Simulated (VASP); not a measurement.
# MoS2 (R3m) in VASP: further runs, part 2 of 2

VASP 6.6.1. Earlier steps stand in the parts before.

## 3. Single point, PBE+D3(BJ)

This run uses another cell than the first one, of 15.54 Å³/atom.

The input, INCAR:

```
PREC = Accurate ; ENCUT = 520
EDIFF = 1E-6 ; ISMEAR = 0
SIGMA = 0.05 ; LREAL = F
LASPH = T ; NELM = 100
ALGO = Normal ; ISIF = 2
LWAVE = F ; LCHARG = T
GGA = PE ; IVDW = 12
LELF = T ; LVHAR = T
NBANDS = 20
```

The input, KPOINTS:

```
Automatic mesh
0
Gamma
  12 12 12
```

The input, POSCAR:

```
MoS2
1.0
    1.4977500000      0.8647263657      5.9978900580
   -1.4977500000      0.8647263657      5.9978900580
    0.0000000000     -1.7294527314      5.9978900580
Mo S
1 2
Direct
    0.0000172156      0.0000172156      0.0000172156
    0.7535368444      0.7535368444      0.7535368444
    0.5797459400      0.5797459400      0.5797459400
```

Potentials or basis: VASP PAW PBE potentials, release 64 (Mo_sv, S).

Run with:

```bash
$ cat potpaw_PBE.64/Mo_sv/POTCAR potpaw_PBE.64/S/POTCAR > POTCAR
$ mpirun -np 1 vasp_std > vasp.out
```

Wall time 14 min (1 thread of Intel Xeon 8259CL, shared host); peak memory 0.43 GiB.

The run converged. Its results:

| Property | Result |
| --- | --- |
| Free energy | -22.7677 eV |
| Pressure | 19.2 GPa |
| Largest force | 1.175 eV/Å |
| Band gap on the k mesh | 0.92 eV (least direct gap 2.24 eV) |
| Dispersion energy per atom | -0.489 eV |

Forces in eV/Å, atoms in the order of the input:
```
Mo   0.000  0.000 -0.002
S    0.000  0.000  1.175
S    0.000  0.000 -1.173
```

Stress tensor (GPa, compression positive):
```
22.17  0.00  0.00
 0.00 22.17  0.00
 0.00  0.00 13.24
```

Levels at points of the mesh, in eV from the valence-band top:
```tsv
k point	band 10	band 11	band 12	band 13	band 14	band 15	band 16	band 17
(0.00, 0.00, 0.00)	-1.85	-1.85	-1.72	-1.24	2.66	2.66	3.08	3.08
(0.50, 0.00, 0.00)	-3.91	-2.53	-1.49	-1.05	2.46	2.55	3.98	4.04
(0.50, 0.50, 0.00)	-3.82	-3.29	-1.33	-1.18	2.41	2.81	3.47	4.61
(0.50, 0.50, 0.50)	-3.15	-1.82	-1.82	0.00	2.79	2.79	2.90	2.90
```

Caveat: the cell stands under pressure; forces of over 1 eV/Å act on the atoms, so gaps and moduli don't describe the material at rest.

## 4. Single point, PBE+D3(BJ)

This run uses another cell than the first one, of 16.36 Å³/atom.

The input, INCAR:

```
SYSTEM = MoS2
  PREC = Accurate
  ENCUT = 520
  EDIFF = 1E-6
  ISMEAR = 0
  SIGMA = 0.05
  LREAL = .False.
  LASPH = .True.
  NELM = 60
  ALGO = Normal
  ISIF = 2
  LWAVE = .False.
  LCHARG = .False.
  GGA = PE
  IVDW = 12
  NBANDS = 20
```

The input, KPOINTS:

```
regular mesh
0
Gamma
  12 12 12
  0 0 0
```

The input, POSCAR:

```
MoS2
1.0
    1.5371500000      0.8874739663      5.9978900580
   -1.5371500000      0.8874739663      5.9978900580
    0.0000000000     -1.7749479326      5.9978900580
Mo S
1 2
Direct
    0.0000172156      0.0000172156      0.0000172156
    0.7535368444      0.7535368444      0.7535368444
    0.5797459400      0.5797459400      0.5797459400
```

Potentials or basis: VASP PAW PBE potentials, release 64 (Mo_sv, S).

Run with:

```bash
$ cat potpaw_PBE.64/Mo_sv/POTCAR potpaw_PBE.64/S/POTCAR > POTCAR
$ mpirun -np 1 vasp_std > vasp.out
```

OUTCAR:

```text
SYSTEM = MoS2
   PREC = Accurate
   ENCUT = 520
   EDIFF = 1E-6
   ISMEAR = 0
   LREAL = .False.
   LASPH = .True.
   NELM = 60
   ISIF = 2
   GGA = PE
   IVDW = 12
 IVDW          = 12

 ion  position               nearest neighbor table
   1  0.000  0.000  0.000-   2 2.36   2 2.36   2 2.36   3 2.37   3 2.37   3 2.37
   2  0.754  0.754  0.754-   1 2.36   1 2.36   1 2.36
   3  0.580  0.580  0.580-   1 2.37   1 2.37   1 2.37

  LATTYP: Found a trigonal (rhomboedric) cell.
 ALAT       =     6.2550080185
 COS(alpha) =     0.8792167384

  Lattice vectors:
[... 743 lines left out ...]

 Edisp (eV)   -1.39072

 E8    (eV) :    -0.5608

  FORCE on cell =-STRESS in cart. coord.  units (eV):
  Direction    XX          YY          ZZ          XY          YZ          ZX
  --------------------------------------------------------------------------------------
  -------------------------------------------------------------------------------------
  Total       2.99156     2.99156     1.73061     0.00000     0.00000     0.00000
  in kB      97.63082    97.63082    56.47900     0.00000     0.00000     0.00000
  external pressure =       83.91 kB  Pullay stress =        0.00 kB

 VOLUME and BASIS-vectors are now :
 -----------------------------------------------------------------------------
  energy-cutoff  :      520.00
  volume of cell :       49.09
      direct lattice vectors                 reciprocal lattice vectors
     1.537150000  0.887473966  5.997890058     0.325277299  0.187798936  0.055575099
    -1.537150000  0.887473966  5.997890058    -0.325277299  0.187798936  0.055575099
     0.000000000 -1.774947933  5.997890058     0.000000000 -0.375597872  0.055575099

 POSITION                                       TOTAL-FORCE (eV/Angst)
 -----------------------------------------------------------------------------------
      0.00000      0.00000      0.00031         0.000000     -0.000000     -0.000808
      0.00000      0.00000     13.55889         0.000000      0.000000      0.527229
      0.00000      0.00000     10.43176         0.000000     -0.000000     -0.526421
 -----------------------------------------------------------------------------------
    total drift:                               -0.000000     -0.000000     -0.000015

  FREE ENERGIE OF THE ION-ELECTRON SYSTEM (eV)
  ---------------------------------------------------
  free  energy   TOTEN  =       -23.0122291644 eV

  energy  without entropy=      -23.0122291644  energy(sigma->0) =      -23.01222916
```

OSZICAR:

```text
N       E                     dE             d eps       ncg     rms          rms(c)
DAV:   1     0.183927328384E+03    0.18393E+03   -0.13636E+04  7568   0.124E+03
DAV:   2    -0.156738944308E+02   -0.19960E+03   -0.19416E+03  9148   0.321E+02
DAV:   3    -0.228563817441E+02   -0.71825E+01   -0.71129E+01  9332   0.569E+01
DAV:   4    -0.229359465427E+02   -0.79565E-01   -0.79515E-01  9084   0.634E+00
DAV:   5    -0.229370864054E+02   -0.11399E-02   -0.11398E-02  9504   0.747E-01    0.275E+01
DAV:   6    -0.219259204463E+02    0.10112E+01   -0.82159E+00  8120   0.182E+01    0.971E+00
DAV:   7    -0.217352933170E+02    0.19063E+00   -0.32799E+00  7748   0.106E+01    0.658E+00
DAV:   8    -0.216211976694E+02    0.11410E+00   -0.58285E-01  8356   0.475E+00    0.200E+00
DAV:   9    -0.216229185806E+02   -0.17209E-02   -0.23939E-02  8880   0.979E-01    0.792E-01
DAV:  10    -0.216214702710E+02    0.14483E-02   -0.82195E-03  8360   0.611E-01    0.121E-01
DAV:  11    -0.216215151424E+02   -0.44871E-04   -0.43837E-04  8856   0.148E-01    0.767E-02
DAV:  12    -0.216214965333E+02    0.18609E-04   -0.53715E-05  8536   0.423E-02    0.266E-02
DAV:  13    -0.216215058206E+02   -0.92874E-05   -0.15289E-05  8140   0.233E-02    0.895E-03
DAV:  14    -0.216215057966E+02    0.24035E-07   -0.64727E-07  5936   0.542E-03
   1 F= -.23012229E+02 E0= -.23012229E+02  d E =-.255221E-17
```

Run time: 14 min. Hardware: 1 thread of Intel Xeon 8259CL, shared host; peak memory 0.43 GiB.

Results:

```yaml
Free_energy: -23.0122 eV
Pressure: 8.4 GPa
Largest_force: 0.527 eV/Å
Band_gap_on_the_k_mesh: 0.85 eV (least direct gap 2.04 eV)
Dispersion_energy_per_atom: -0.464 eV
```

Forces in eV/Å, atoms in the order of the input:
```
Mo   0.000  0.000 -0.001
S    0.000  0.000  0.527
S    0.000  0.000 -0.526
```

Caveat: the cell stands under pressure. A k mesh can miss the band edges.

## 5. Summary

```csv
cell,gap on the mesh (eV),pressure (GPa),largest force (eV/Å)
"a = 5.842 Å, angles 30.5°, 3 atoms",0.19,26.3,3.05
"a = 6.242 Å, angles 27.8°, 3 atoms",0.92,19.2,1.18
"a = 6.255 Å, angles 28.5°, 3 atoms",0.85,8.4,0.53
```

Alike in all rows: task single point; level PBE+D3(BJ); potentials or basis VASP PAW PBE potentials, release 64 (Mo_sv, S); no spin polarisation; k mesh 12 × 12 × 12; cutoff (eV) 520; smearing gaussian 0.05 eV.

Caveats: the cell stands under pressure; forces of over 1 eV/Å act on the atoms, so gaps and moduli don't describe the material at rest (at least some runs).

Absolute energies hang on the potentials; compare differences alone.
